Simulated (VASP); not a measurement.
Here is a VASP 6.6.1 calculation.

File INCAR:

```
PREC = Accurate
ENCUT = 520
EDIFF = 1E-6
ISMEAR = 0
SIGMA = 0.15
LREAL = F
LASPH = T
NELM = 100
ALGO = Normal
ISIF = 2
LWAVE = F
LCHARG = F
GGA = PE
NBANDS = 16
```

KPOINTS

```
Automatic mesh
0
Gamma
  18 18 18
```

File POSCAR:

```
GaSb
1.0
   -1.7176037283      2.7021849742      3.0022948485
    1.7176037283     -2.7021849742      3.0022948485
    1.7176037283      2.7021849742     -3.0022948485
Ga Sb
1 1
Direct
    0.0000000000      0.0000000000      0.0000000000
    0.5000000000      0.5000000000      0.0000000000
```

Potentials or basis: VASP PAW PBE potentials, release 64 (Ga_d, Sb).

Command:

```console
$ cat potpaw_PBE.64/Ga_d/POTCAR potpaw_PBE.64/Sb/POTCAR > POTCAR
$ mpirun -np 1 vasp_std > vasp.out
```

(1) Predict the band gap on the k mesh.

(2) Predict the pressure.

Answers

(1) zero (bands 9 and 10 overlap by 4.25 eV).

(2) -5.5 GPa.

Caveat: the cell stands under tension; spin-orbit coupling is left out, which moves the levels of the heavy elements.
